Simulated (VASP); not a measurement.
Runs of VASP 6.6.1 on PbF2. The structure is that of space group Fm-3m (No. 225), or close to it. The cells are those of the table. 

```tsv
task	level	spin	cell	k mesh	cutoff (eV)	smearing	gap on the mesh (eV)	pressure (GPa)
single point	PBE	off	a = 4.243 Å, angles 60.0°, 3 atoms	8 × 8 × 8	520	fermi-dirac 0.02 eV	4.42	-0.2
dielectric tensor	r2SCAN	off	a = 4.187 Å, angles 60.0°, 3 atoms	6 × 6 × 6	520	gaussian 0.01 eV	4.96	-
single point	PBE	off	a = 4.187 Å, angles 60.0°, 3 atoms	8 × 8 × 8	520	fermi-dirac 0.02 eV	4.42	2.7
relaxation of cell and atoms	r2SCAN	off	relaxed from a = 4.243 Å, angles 60.0°, 3 atoms	6 × 6 × 6	600	fermi-dirac 0.02 eV	4.96	0.0
single point	r2SCAN	off	a = 4.187 Å, angles 60.0°, 3 atoms	8 × 8 × 8	520	gaussian 0.01 eV	4.93	-0.1
single point	PBE	non-collinear, zero start, SOC	a = 4.187 Å, angles 60.0°, 3 atoms	8 × 8 × 8	520	gaussian 0.01 eV	-	(a)
single point	r2SCAN	off	a = 4.187 Å, angles 60.0°, 3 atoms	6 × 6 × 6	520	fermi-dirac 0.02 eV	4.96	-0.1
single point	PBE	off	a = 4.187 Å, angles 60.0°, 3 atoms	4 × 4 × 4	520	gaussian 0.01 eV	4.42	2.7
```

Alike in all rows: potentials or basis VASP PAW PBE potentials, release 64 (Pb_d, F).

**Question.** Fill in the values left out.

**Answer.** (a) 2.6.

Caveats: some runs use coarse meshes; spin-orbit coupling is left out, which moves the levels of the heavy elements (at least some runs); the PAW data sets were made with another functional, which shifts forces and pressure a little (at least some runs).

A k mesh can miss the band edges, and rows without SOC leave out spin-orbit coupling on Pb.
